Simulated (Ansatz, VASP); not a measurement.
One calculation of GeMo, two programs

```
CELL_PARAMETERS angstrom
2.83082 0.00000 0.00000
-1.41541 2.45156 0.00000
0.00000 0.00000 5.10281
ATOMIC_POSITIONS crystal
Ge 0.00000 0.00000 0.00000
Mo 0.00000 0.00000 0.50000
```

Alike in both runs: functional PBE; k mesh 6 × 6 × 4; occupations gaussian, width 0.1 eV; no spin polarisation.

Ansatz relaxed the structure, and its values are those at the end. VASP's run is a single point on that final structure, the one shown.

```csv
,VASP,Ansatz
version,VASP 6.6.1,Ansatz 0.2.0
potentials or method,"VASP PAW PBE potentials, release 64 (Ge_d, Mo_sv), cutoff 520 eV","scalar-relativistic, plane waves, PAW"
valence electrons in the cell,28,28
```

|  | VASP | Ansatz | Ansatz less VASP |
| --- | --- | --- | --- |
| gap on the k mesh at the Fermi level (eV) | none | none | - |
| pressure (GPa) | 0.3 | 0.1 | -0.23 |

A gap of «none» marks a metal or a gap that the smearing closes. The functional is the same, so the differences come from potentials, cutoffs and numerics.

The k mesh is coarse, so the values compare programs but aren't converged.
